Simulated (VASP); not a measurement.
Runs of VASP 6.6.1 on Rb. The structure is that of space group I4/mmm (No. 139), or close to it. The cells are those of the table. 

```tsv
cell	gap on the mesh (eV)	pressure (GPa)
a = 4.537 Å, angles 110.6, 110.6, 107.2°, 1 atom	none	(a)
a = 4.605 Å, angles 111.8, 111.8, 104.9°, 1 atom	none	0.8
a = 5.123 Å, angles 107.5, 107.5, 113.6°, 1 atom	none	-0.3
a = 5.185 Å, angles 108.5, 108.5, 111.5°, 1 atom	none	-0.3
a = 4.674 Å, angles 112.9, 112.9, 102.7°, 1 atom	none	0.6
a = 5.062 Å, angles 106.5, 106.5, 115.7°, 1 atom	none	-0.2
a = 4.602 Å, angles 108.3, 108.3, 111.8°, 1 atom	none	0.8
a = 4.991 Å, angles 108.4, 108.4, 111.6°, 1 atom	none	-0.1
a = 5.120 Å, angles 110.5, 110.5, 107.4°, 1 atom	none	-0.3
a = 4.731 Å, angles 110.6, 110.6, 107.3°, 1 atom	none	0.4
a = 4.734 Å, angles 107.3, 107.3, 113.9°, 1 atom	none	0.4
a = 4.745 Å, angles 114.1, 114.1, 100.6°, 1 atom	none	0.4
```

Alike in all rows: task single point; level PBE; potentials or basis VASP PAW PBE potentials, release 64 (Rb_sv); no spin polarisation; k mesh 12 × 12 × 12; cutoff (eV) 520; smearing gaussian 0.15 eV.

Q: Fill in the values left out.

A: (a) 1.0.

A k mesh can miss the band edges, and the runs leave out spin-orbit coupling on Rb.

A gap of «none» marks levels without a gap at the run's occupations.
